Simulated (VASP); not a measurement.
# Ta2TiSi3 (P4/mmm) in VASP: further runs, part 2 of 2

VASP 6.6.1. The steps go on from the part before.

### Step 3. Relaxation of cell and atoms, PBE

This run uses another cell than the first one, of 15.13 Å³/atom, 0.635 times its volume.

INCAR reads:

```
SYSTEM = Ta2TiSi3
ALGO = Normal
EDIFF = 1E-7
EDIFFG = -0.04
ENCUT = 600
GGA = PE
IBRION = 2
ISIF = 3
ISMEAR = 0
LASPH = .True.
LCHARG = .False.
LREAL = .False.
LWAVE = .False.
NELM = 100
NSW = 90
PREC = Accurate
SIGMA = 0.1
```

KPOINTS reads:

```
k-points
0
Gamma
  4 4 4
  0 0 0
```

POSCAR reads:

```
Ta2TiSi3
1.0
    4.0205206200      0.0000000000      0.0000000000
    0.0000000000      4.0205206200      0.0000000000
    0.0000000000      0.0000000000      5.6178107700
Ti Ta Si
1 2 3
Direct
    0.5000000000      0.5000000000      0.5000000000
    0.0000000000      0.5000000000      0.5000000000
    0.5000000000      0.0000000000      0.5000000000
    0.5000000000      0.5000000000      0.1784806100
    0.5000000000      0.5000000000      0.8215193900
    0.0000000000      0.0000000000      0.0000000000
```

Potentials or basis: VASP PAW PBE potentials, release 64 (Ti_sv, Ta_pv, Si).

The run is started by

```bash
$ cat potpaw_PBE.64/Ti_sv/POTCAR potpaw_PBE.64/Ta_pv/POTCAR potpaw_PBE.64/Si/POTCAR > POTCAR
$ mpirun -np 1 vasp_std > vasp.out
```

OUTCAR:

```text
SYSTEM = Ta2TiSi3
   EDIFF = 1E-7
   EDIFFG = -0.04
   ENCUT = 600
   GGA = PE
   IBRION = 2
   ISIF = 3
   ISMEAR = 0
   LASPH = .True.
   LREAL = .False.
   NELM = 100
   NSW = 90
   PREC = Accurate

 ion  position               nearest neighbor table
   1  0.500  0.500  0.500-   4 1.81   5 1.81   2 2.01   3 2.01   3 2.01   2 2.01
   2  0.000  0.500  0.500-   1 2.01   1 2.01   5 2.70   4 2.70   4 2.70   5 2.70   3 2.84   3 2.84
                             3 2.84   3 2.84
   3  0.500  0.000  0.500-   1 2.01   1 2.01   5 2.70   4 2.70   4 2.70   5 2.70   2 2.84   2 2.84
                             2 2.84   2 2.84
   4  0.500  0.500  0.178-   1 1.81   5 2.01   3 2.70   2 2.70   3 2.70   2 2.70   6 3.01   6 3.01
                             6 3.01   6 3.01
   5  0.500  0.500  0.822-   1 1.81   4 2.01   3 2.70   2 2.70   3 2.70   2 2.70   6 3.01   6 3.01
                             6 3.01   6 3.01
   6  0.000  0.000  0.000-   4 3.01   5 3.01   4 3.01   5 3.01   4 3.01   5 3.01   4 3.01   5 3.01

  LATTYP: Found a simple tetragonal cell.
 ALAT       =     4.0205206200
 C/A-ratio  =     1.3972844069

  Lattice vectors:

 A1 = (   4.0205206200,   0.0000000000,   0.0000000000)
 A2 = (   0.0000000000,   4.0205206200,   0.0000000000)
 A3 = (   0.0000000000,   0.0000000000,   5.6178107700)

Analysis of symmetry for initial positions (statically):
=====================================================================
 Subroutine PRICEL returns:
 Original cell was already a primitive cell.

 Routine SETGRP: Setting up the symmetry group for a
 simple tetragonal supercell.

 Subroutine GETGRP returns: Found 16 space group operations
 (whereof 16 operations were pure point group operations)
 out of a pool of 16 trial point group operations.

The static configuration has the point symmetry D_4h.

Analysis of symmetry for dynamics (positions and initial velocities):
=====================================================================
 Subroutine PRICEL returns:
 Original cell was already a primitive cell.

 Routine SETGRP: Setting up the symmetry group for a
 simple tetragonal supercell.

 Subroutine GETGRP returns: Found 16 space group operations
[... 107 lines left out ...]
   NSW    =     90    number of steps for IOM
   IBRION =      2    ionic relax: 0-MD 1-quasi-New 2-CG
   NFREE  =      1    steps in history (QN), initial steepest desc. (CG)
   ISIF   =      3    stress and relaxation
   ISYM   =      2    0-nonsym 1-usesym 2-fastsym
   POTIM  = 0.5000    time-step for ionic-motion
   TEBEG  =    0.0;   TEEND  =   0.0 temperature during run
   PSTRESS=    0.0 pullay stress
   NELECT =      46.0000    total number of electrons
   NUPDOWN=      -1.0000    fix difference up-down
   EMIN   =  10.00;   EMAX   =-10.00  energy-range for DOS
   EFERMI =   0.00;   METHOD = LEGACY
   ISMEAR =     0;   SIGMA  =   0.10  broadening in eV -4-tet -1-fermi 0-gaus
   EFERMI_NEDOS =   21; number of points for ismear=-14 and -15
   IALGO  =     38    algorithm
   IMIX   =      4    mixing-type and parameters
     AMIX     =   0.40;   BMIX     =  1.00
     AMIX_MAG =   1.60;   BMIX_MAG =  1.00
  volume/ion in A,a.u.               =      15.13       102.14
  Fermi-wavevector in a.u.,A,eV,Ry     =   1.305019  2.466129 23.171741  1.703075
  Thomas-Fermi vector in A             =   2.435916
   LORBIT       =      0    0 simple, 1 ext, 2 COOP (PROOUT), +10 PAW based schemes
   GGA     = PE    functional components
   LHFCALC =     F    Hartree Fock is set to
   AEXX    =    0.0000 exact exchange contribution
   IVDW    =     0    specifies the selected vdW correction
   LEPSILON=     F    determine dielectric tensor
   LRPA    =     F    only Hartree local field effects (RPA)
 conjugate gradient relaxation of ions
 non-spin polarized calculation
 Gauss-broadening in eV      SIGMA  =   0.10
  energy-cutoff  :      600.00
  volume of cell :       90.81
 maximum number of plane-waves:      3056
   NGX = 17   NGY = 17   NGZ = 23

--------------------------------------- Ionic step        1  -------------------------------------------

 number of electron      45.9999997 magnetization

 Free energy of the ion-electron system (eV)
  ---------------------------------------------------
  ext. energy  EPLUGINS =         0.00000000
  ---------------------------------------------------
  free energy    TOTEN  =       -27.05540416 eV

  energy without entropy =      -27.04169247  energy(sigma->0) =      -27.04854831

 E-fermi :   8.4051     XC(G=0): -11.7004

 val. band max:        8.3740001233   @ k =   0.2500   0.2500   0.0000
 cond. band min:       8.4057293883   @ k =   0.2500   0.2500   0.2500
 fundamental gap:      0.0317292649
 Fermi energy:         8.4051191686
[... 1201 lines left out ...]
     26       5.2838      0.00000
     27       5.7273      0.00000

[... ionic steps 4 to 12 ...]

--------------------------------------- Ionic step       13  -------------------------------------------

 number of electron      46.0000004 magnetization

------------------------ aborting loop because EDIFF is reached ----------------------------------------
[... 75 lines left out ...]
--------------------------------------- Ionic step       15  -------------------------------------------

 number of electron      46.0000003 magnetization

 Free energy of the ion-electron system (eV)
  ---------------------------------------------------
  ext. energy  EPLUGINS =         0.00000000
  ---------------------------------------------------
  free energy    TOTEN  =       -37.79276067 eV

  energy without entropy =      -37.77240298  energy(sigma->0) =      -37.78258183

 E-fermi :   4.3550     XC(G=0):  -9.7385

 val. band max:        4.3546430281   @ k =   0.0000   0.0000   0.5000
 cond. band min:       4.3919520388   @ k =   0.2500   0.0000   0.0000
 fundamental gap:      0.0373090107
 Fermi energy:         4.3549806832
[... 571 lines left out ...]
  FREE ENERGIE OF THE ION-ELECTRON SYSTEM (eV)
  ---------------------------------------------------
  free  energy   TOTEN  =       -37.7927606695 eV

  energy  without entropy=      -37.7724029818  energy(sigma->0) =      -37.78258183

 reached required accuracy - stopping structural energy minimisation
```

OSZICAR:

```text
N       E                     dE             d eps       ncg     rms          rms(c)
DAV:   1     0.520160296611E+03    0.52016E+03   -0.26648E+04   972   0.197E+03
DAV:   2     0.573474726906E+01   -0.51443E+03   -0.50415E+03   989   0.531E+02
DAV:   3    -0.331683779138E+02   -0.38903E+02   -0.37896E+02  1603   0.127E+02
DAV:   4    -0.359508718998E+02   -0.27825E+01   -0.27247E+01  1392   0.266E+01
[... 347 lines left out ...]
DAV:   6    -0.377927553598E+02   -0.36588E-04   -0.76107E-05  1468   0.451E-02    0.242E-02
DAV:   7    -0.377927612625E+02   -0.59028E-05   -0.47040E-05  1251   0.374E-02    0.499E-03
DAV:   8    -0.377927609421E+02    0.32040E-06   -0.46924E-06  1479   0.102E-02    0.234E-03
DAV:   9    -0.377927607310E+02    0.21109E-06   -0.38242E-07  1106   0.323E-03    0.102E-03
DAV:  10    -0.377927606695E+02    0.61522E-07   -0.61276E-08   555   0.212E-03
  15 F= -.37792761E+02 E0= -.37782582E+02  d E =-.779673E-03
```

Wall time 14 min (1 thread of Intel Xeon Platinum 8488C (Sapphire Rapids), shared host); peak memory 0.25 GiB.

Results:

| Item | Value |
| --- | --- |
| Free energy | -37.7928 eV |
| Relaxed volume | 23.85 Å³/atom |
| Relaxed cell | a = 4.593 Å, b = 4.593 Å, c = 6.781 Å, α = 90.00°, β = 90.00°, γ = 90.00° |
| Space group after relaxing (to 0.05 Å) | P4/mmm (No. 123) |
| Energy gained by relaxing | 1789.6 meV/atom |
| Ionic steps | 15 |
| Pressure after relaxing | 0.0 GPa |
| Band gap on the k mesh | zero (band 23 reaches 5.03 eV, above the bottom of band 24 at 3.89 eV) |

Step by step:
```
step  energy change (eV)  largest force (eV/Å)  pressure (GPa)  volume (Å³)
   1              0.0000                8.6059           86.78        90.81
   2             -1.2914               15.4312           -4.66       245.79
   3             -8.8036               12.8406            6.33       140.40
   4             -6.7894                0.0453           -8.99       209.34
   5             -7.9444                0.7885           -9.10       190.76
   6             -9.0983                1.2664           -8.84       175.89
   7            -10.3600                0.0762           -5.78       157.56
   8            -10.5086                2.4477           -2.22       148.84
   9            -10.5253                1.6315           -3.37       151.15
  10            -10.5259                1.7739           -3.17       150.71
  11            -10.7094                0.7154            1.80       139.92
  12            -10.7136                0.8863            1.08       141.20
  13            -10.7315                0.4499           -0.12       143.21
  14            -10.7366                0.0454            0.24       142.55
  15            -10.7374                0.0005           -0.02       143.08
```

Final structure:
```
Ti Ta Si
1.0
     4.59346    0.00000    0.00000
     0.00000    4.59346    0.00000
     0.00000    0.00000    6.78106
Ti Ta Si
1 2 3
Direct
  0.50000 0.50000 0.50000
  0.00000 0.50000 0.50000
  0.50000 0.00000 0.50000
  0.50000 0.50000 0.16122
  0.50000 0.50000 0.83878
  0.00000 0.00000 0.00000
```

Caveat: the k points lie up to 0.34 Å⁻¹ apart in the final cell; the volume moved by over 15 % at a fixed basis, so the end points are rough; spin-orbit coupling is left out, which moves the levels of the heavy elements.
